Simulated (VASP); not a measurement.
# Rh (I4/mmm) in VASP: single point with PBE

Aim: the single point of Rh with PBE.

Program: VASP 6.6.1. These are calculated values, not measurements. Logs are shortened: lines on timing, memory, paths and dates and some standing lists are left out, and cuts for length are marked.

### Step 1. The cell of the first run

Symmetry: I4/mmm, No. 139, tetragonal system. Conventional cell: a = 2.349 Å, b = 2.349 Å, c = 4.983 Å, α = 90.00°, β = 90.00°, γ = 90.00°. Rh (site symmetry 4/mmm) has 12 Rh at 2.35 to 2.99 Å within 3.1 Å.

### Step 2. Single point, PBE

The input, INCAR:

```
SYSTEM = Rh
PREC = Accurate ; ENCUT = 520
EDIFF = 1E-6 ; ISMEAR = 0
SIGMA = 0.15 ; LREAL = .False.
LASPH = .True. ; NELM = 100
ALGO = Fast ; ISIF = 2
LWAVE = .False. ; LCHARG = .True.
GGA = PE ; LELF = .True.
LVHAR = .True. ; NBANDS = 14
```

The input, KPOINTS:

```
Automatic mesh
0
Gamma
  24 24 24
  0 0 0
```

The input, POSCAR:

```
Rh
1.0
    0.0000000000      1.6611569327      2.4917353991
    1.6611569327      0.0000000000      2.4917353991
    1.6611569327      1.6611569327      0.0000000000
Rh
1
Direct
    0.0000000000      0.0000000000      0.0000000000
```

Potentials or basis: VASP PAW PBE potentials, release 64 (Rh_pv).

Launch:

```sh
> cat potpaw_PBE.64/Rh_pv/POTCAR > POTCAR
> mpirun -np 1 vasp_std > vasp.out
```

OUTCAR:

```text
SYSTEM = Rh
   PREC = Accurate
   ENCUT = 520
   EDIFF = 1E-6
   ISMEAR = 0
   LREAL = .False.
   LASPH = .True.
   NELM = 100
   ISIF = 2
   GGA = PE

 ion  position               nearest neighbor table
   1  0.000  0.000  0.000-

  LATTYP: Found a body centered tetragonal cell.
 ALAT       =     2.3492306635
 C/A-ratio  =     2.1213203436

  Lattice vectors:

 A1 = (  -1.6611569327,   0.0000000000,   2.4917353991)
 A2 = (   1.6611569327,   0.0000000000,   2.4917353991)
 A3 = (   0.0000000000,   1.6611569327,  -2.4917353991)

Analysis of symmetry for initial positions (statically):
=====================================================================
 Subroutine PRICEL returns:
 Original cell was already a primitive cell.

 Routine SETGRP: Setting up the symmetry group for a
 body centered tetragonal supercell.

 Subroutine GETGRP returns: Found 16 space group operations
 (whereof 16 operations were pure point group operations)
 out of a pool of 16 trial point group operations.

The static configuration has the point symmetry D_4h.

Analysis of symmetry for dynamics (positions and initial velocities):
=====================================================================
 Subroutine PRICEL returns:
 Original cell was already a primitive cell.

 Routine SETGRP: Setting up the symmetry group for a
 body centered tetragonal supercell.

 Subroutine GETGRP returns: Found 16 space group operations
 (whereof 16 operations were pure point group operations)
 out of a pool of 16 trial point group operations.

The dynamic configuration has the point symmetry D_4h.

 Subroutine INISYM returns: Found 16 space group operations
 (whereof 16 operations are pure point group operations),
 and found     1 'primitive' translations

----------------------------------------------------------------------------------------

                                     Primitive cell

  volume of cell :      13.7516

  direct lattice vectors                    reciprocal lattice vectors
     0.000000000  1.661156933  2.491735399    -0.300995042  0.300995042  0.200663361
     1.661156933  0.000000000  2.491735399     0.300995042 -0.300995042  0.200663361
     1.661156933  1.661156933  0.000000000     0.300995042  0.300995042 -0.200663361

  length of vectors
     2.994693249  2.994693249  2.349230663     0.470597296  0.470597296  0.470597296

  position of ions in fractional coordinates (direct lattice)
     0.000000000  0.000000000  0.000000000

  ion indices of the primitive-cell ions
   primitive index   ion index
                 1           1

----------------------------------------------------------------------------------------

 KPOINTS: Automatic mesh

Automatic generation of k-mesh.
 Grid dimensions read from file:
 generate k-points for:   24   24   24

 Generating k-lattice:

  Cartesian coordinates                     Fractional coordinates (reciprocal lattice)
    -0.012541460  0.012541460  0.008360973     0.041666667 -0.000000000  0.000000000
     0.012541460 -0.012541460  0.008360973    -0.000000000  0.041666667  0.000000000
     0.012541460  0.012541460 -0.008360973     0.000000000  0.000000000  0.041666667

  Length of vectors
     0.019608221  0.019608221  0.019608221

  Shift w.r.t. Gamma in fractional coordinates (k-lattice)
     0.000000000  0.000000000  0.000000000

 Subroutine IBZKPT returns following result:
 ===========================================

 Found   1063 irreducible k-points:

 Following reciprocal coordinates:
            Coordinates               Weight
  0.000000  0.000000  0.000000      1.000000
  0.041667  0.000000  0.000000      8.000000
  0.083333  0.000000  0.000000      8.000000
  0.125000 -0.000000  0.000000      8.000000
  0.166667  0.000000  0.000000      8.000000
  0.208333 -0.000000  0.000000      8.000000
[... 16 lines left out ...]
  0.416667  0.041667  0.000000      8.000000
  0.458333  0.041667  0.000000      8.000000
 [... further k-points ...]
   k-points           NKPTS =   1063   k-points in BZ     NKDIM =   1063   number of bands    NBANDS=     14
   number of dos      NEDOS =    301   number of ions     NIONS =      1
   total plane-waves  NPLWV =  10368
   dimension x,y,z NGX =    24 NGY =   24 NGZ =   18
   dimension x,y,z NGXF=    48 NGYF=   48 NGZF=   36
   ions per type =               1
   NGX,Y,Z   is equivalent  to a cutoff of  13.32, 13.32, 12.74 a.u.
   NGXF,Y,Z  is equivalent  to a cutoff of  26.65, 26.65, 25.48 a.u.
 SYSTEM =  Rh
   PREC   = accura    normal or accurate (medium, high low for compatibility)
   ISTART =      0    job   : 0-new  1-cont  2-samecut
   ICHARG =      2    charge: 1-file 2-atom 10-const
   ISPIN  =      1    spin polarized calculation?
   LNONCOLLINEAR =      F non collinear calculations
   LSORBIT =      F    spin-orbit coupling
   LASPH  =      T    aspherical Exc in radial PAW
   ENCUT  =  520.0 eV  38.22 Ry    6.18 a.u.   5.57  5.57  4.37*2*pi/ulx,y,z
   NELM   =    100;   NELMIN=  2; NELMDL= -5     # of ELM steps
   EDIFF  = 0.1E-05   stopping-criterion for ELM
   LREAL  =      F    real-space projection
   EDIFFG = 0.1E-04   stopping-criterion for IOM
   NSW    =      0    number of steps for IOM
   IBRION =     -1    ionic relax: 0-MD 1-quasi-New 2-CG
   NFREE  =      0    steps in history (QN), initial steepest desc. (CG)
   ISIF   =      2    stress and relaxation
   ISYM   =      2    0-nonsym 1-usesym 2-fastsym
   POTIM  = 0.5000    time-step for ionic-motion
   TEBEG  =    0.0;   TEEND  =   0.0 temperature during run
   PSTRESS=    0.0 pullay stress
   NELECT =      15.0000    total number of electrons
   NUPDOWN=      -1.0000    fix difference up-down
   EMIN   =  10.00;   EMAX   =-10.00  energy-range for DOS
   EFERMI =   0.00;   METHOD = LEGACY
   ISMEAR =     0;   SIGMA  =   0.15  broadening in eV -4-tet -1-fermi 0-gaus
   EFERMI_NEDOS =   21; number of points for ismear=-14 and -15
   IALGO  =     68    algorithm
   IMIX   =      4    mixing-type and parameters
     AMIX     =   0.40;   BMIX     =  1.00
     AMIX_MAG =   1.60;   BMIX_MAG =  1.00
  volume/ion in A,a.u.               =      13.75        92.80
  Fermi-wavevector in a.u.,A,eV,Ry     =   1.685211  3.184586 38.639656  2.839935
  Thomas-Fermi vector in A             =   2.768095
   LORBIT       =      0    0 simple, 1 ext, 2 COOP (PROOUT), +10 PAW based schemes
   GGA     = PE    functional components
   LHFCALC =     F    Hartree Fock is set to
   AEXX    =    0.0000 exact exchange contribution
   IVDW    =     0    specifies the selected vdW correction
   LEPSILON=     F    determine dielectric tensor
   LRPA    =     F    only Hartree local field effects (RPA)
 non-spin polarized calculation
 RMM-DIIS sequential band-by-band and
 Gauss-broadening in eV      SIGMA  =   0.15
  energy-cutoff  :      520.00
  volume of cell :       13.75
 maximum number of plane-waves:       397
   NGX = 11   NGY = 11   NGZ =  9

 number of electron      14.9999999 magnetization

 Free energy of the ion-electron system (eV)
  ---------------------------------------------------
  ext. energy  EPLUGINS =         0.00000000
  ---------------------------------------------------
  free energy    TOTEN  =        -6.22876190 eV

  energy without entropy =       -6.21078883  energy(sigma->0) =       -6.21977536

 E-fermi :  11.9602     XC(G=0): -13.9303

 val. band max:       11.9595084132   @ k =  -0.3333   0.0417   0.1667
 cond. band min:      11.9610993768   @ k =  -0.2083   0.0417   0.1250
 fundamental gap:      0.0015909637
 Fermi energy:        11.9602048660

 k-point     1 :       0.0000    0.0000    0.0000
  band No.  band energies     occupation
      1     -34.4185      2.00000
      2     -34.1712      2.00000
      3     -34.1712      2.00000
      4       4.0760      2.00000
      5       5.8777      2.00000
      6       7.6796      2.00000
      7      11.1859      2.00000
      8      11.1859      2.00000
      9      13.2943      0.00000
     10      26.6461      0.00000
     11      30.4367      0.00000
     12      32.8422      0.00000
     13      37.1757      0.00000
     14      37.1758      0.00000

 k-point     2 :       0.0417    0.0000    0.0000
  band No.  band energies     occupation
      1     -34.4186      2.00000
      2     -34.1968      2.00000
      3     -34.1694      2.00000
      4       4.1526      2.00000
      5       5.9284      2.00000
      6       7.7123      2.00000
      7      11.0960      2.00000
      8      11.2048      2.00000
      9      13.2362      0.00000
     10      26.7471      0.00000
     11      30.5068      0.00000
     12      32.8426      0.00000
     13      36.2249      0.00000
     14      37.3077      0.00000

 k-point     3 :       0.0833    0.0000    0.0000
  band No.  band energies     occupation
      1     -34.4191      2.00000
      2     -34.2713      2.00000
      3     -34.1641      2.00000
      4       4.3723      2.00000
      5       6.0789      2.00000
      6       7.8126      2.00000
      7      10.8478      2.00000
      8      11.2604      2.00000
      9      13.0689      0.00000
     10      27.0181      0.00000
     11      30.6846      0.00000
     12      32.8418      0.00000
     13      34.9697      0.00000
     14      37.6560      0.00000

 k-point     4 :       0.1250   -0.0000    0.0000
  band No.  band energies     occupation
      1     -34.4245      2.00000
      2     -34.3842      2.00000
      3     -34.1557      2.00000
      4       4.7035      2.00000
      5       6.3246      2.00000
      6       7.9865      2.00000
      7      10.5014      2.00000
      8      11.3480      2.00000
      9      12.8128      0.00000
     10      27.3705      0.00000
     11      30.8298      0.00000
     12      32.8387      0.00000
     13      33.7462      0.00000
     14      36.4660      0.00000

 k-point     5 :       0.1667    0.0000    0.0000
  band No.  band energies     occupation
      1     -34.5456      2.00000
      2     -34.4156      2.00000
      3     -34.1448      2.00000
      4       5.0917      2.00000
      5       6.6508      2.00000
      6       8.2368      2.00000
      7      10.1539      2.00000
      8      11.4582      2.00000
      9      12.4988      0.00000
     10      27.6702      0.00000
     11      30.5515      0.00000
[... 276 lines left out ...]
 k-point    22 :       0.3750    0.0417    0.0000
  band No.  band energies     occupation
      1     -35.2564      2.00000
      2     -34.4352      2.00000
      3     -34.0942      2.00000
      4       6.0853      2.00000
      5       7.0168      2.00000
      6      10.7175      2.00000
      7      10.9976      2.00000
      8      11.3902      2.00000
      9      12.2889      0.00194
     10      24.3566      0.00000
     11      25.7196      0.00000
     12      32.8424      0.00000
     13      34.0430      0.00000
     14      36.3640      0.00000

 k-point    23 :       0.4167    0.0417    0.0000
  band No.  band energies     occupation
      1     -35.3970      2.00000
      2     -34.4313      2.00000
      3     -34.0827      2.00000
      4       6.0673      2.00000
      5       6.9483      2.00000
      6      10.7489      2.00000
      7      11.7050      1.98388
      8      11.8719      1.59483
      9      12.3944      0.00004
     10      23.2035      0.00000
     11      25.1266      0.00000
     12      32.8427      0.00000
     13      34.2577      0.00000
     14      36.3866      0.00000

 k-point    24 :       0.4583    0.0417    0.0000
  band No.  band energies     occupation
      1     -35.5035      2.00000
      2     -34.4266      2.00000
      3     -34.0736      2.00000
      4       6.0015      2.00000
      5       6.9439      2.00000
      6      10.5608      2.00000
      7      12.1802      0.03805
      8      12.4695      0.00000
      9      12.6370      0.00000
     10      22.3430      0.00000
     11      24.6533      0.00000
     12      32.8428      0.00000
     13      34.2985      0.00000
     14      36.1704      0.00000

 [... further k-points ...]
[... 5 lines left out ...]
  --------------------------------------------------------------------------------------
  -------------------------------------------------------------------------------------
  Total        5.7899542      5.7899542     -1.6822226      0.0000000      0.0000000      0.0000000
  in kB      674.5784502    674.5784502   -195.9931145      0.0000000      0.0000000      0.0000000
  external PRESSURE =     384.3879286 kB  Pullay stress =       0.0000000 kB

 VOLUME and BASIS-vectors are now :
 -----------------------------------------------------------------------------
  energy-cutoff  :      520.00
  volume of cell :       13.75
      direct lattice vectors                 reciprocal lattice vectors
     0.000000000  1.661156933  2.491735399    -0.300995042  0.300995042  0.200663361
     1.661156933  0.000000000  2.491735399     0.300995042 -0.300995042  0.200663361
     1.661156933  1.661156933  0.000000000     0.300995042  0.300995042 -0.200663361

 POSITION                                       TOTAL-FORCE (eV/Angst)
 -----------------------------------------------------------------------------------
      0.00000      0.00000      0.00000         0.000000      0.000000      0.000000
 -----------------------------------------------------------------------------------
    total drift:                                0.000000      0.000000     -0.000000

  FREE ENERGIE OF THE ION-ELECTRON SYSTEM (eV)
  ---------------------------------------------------
  free  energy   TOTEN  =        -6.2287618954 eV

  energy  without entropy=       -6.2107888254  energy(sigma->0) =       -6.21977536
```

Run time: 88 s. Hardware: 1 thread of Intel Xeon Platinum 8488C (Sapphire Rapids), shared host; peak memory 0.29 GiB.

What came out:

```
Free energy            : -6.2288 eV
Pressure               : 38.4 GPa
Band gap on the k mesh : zero (an odd number of electrons rules out a gap without spin polarisation)
```

Stress tensor (GPa, compression positive):
```
 67.46   0.00   0.00
  0.00  67.46   0.00
  0.00   0.00 -19.60
```

Levels at points of the mesh, in eV from the Fermi level:
```
           k point  band 3  band 4  band 5  band 6  band 7  band 8  band 9  band 10  band 11  band 12
(0.00, 0.00, 0.00)  -46.13   -7.88   -6.08   -4.28   -0.77   -0.77    1.33    14.69    18.48    20.88
(0.50, 0.00, 0.00)  -46.03   -6.05   -4.97   -1.56    0.51    0.54    1.27     9.85    12.55    20.88
(0.50, 0.50, 0.00)  -46.17   -6.65   -6.47   -0.91    0.78    0.78    1.51     5.61    19.07    19.07
(0.50, 0.00, 0.50)  -46.23   -7.13   -5.18   -1.74   -0.03    3.57    6.77    10.98    14.11    15.99
```

Caveat: the cell stands under pressure.
